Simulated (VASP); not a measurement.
The system is TaC.

```xyz
2
Lattice="0.0000 2.2230 2.2230 2.2230 0.0000 2.2230 2.2230 2.2230 0.0000" Properties=species:S:1:pos:R:3 pbc="T T T"
Ta    0.0000    0.0000    0.0000
C     2.2230    2.2230    2.2230
```

Base run:

```yaml
Program: VASP 6.6.1
Functional: r2SCAN
Potentials_or_basis: VASP PAW PBE potentials, release 64 (Ta_pv, C)
Cutoff: 660 eV
k_mesh: 7 × 7 × 7
Occupations: fermi-dirac, width 0.15 eV
Spin: no spin polarisation
```

Its results: pressure 5.0 GPa.

**Question.** The run is repeated on the same cell with these changes: k mesh from 7 × 7 × 7 to 3 × 3 × 3. What comes out?

**Answer.** Pressure 9.6 GPa.

Caveats: some runs use coarse meshes; the PAW data sets were made with another functional, which shifts forces and pressure a little.
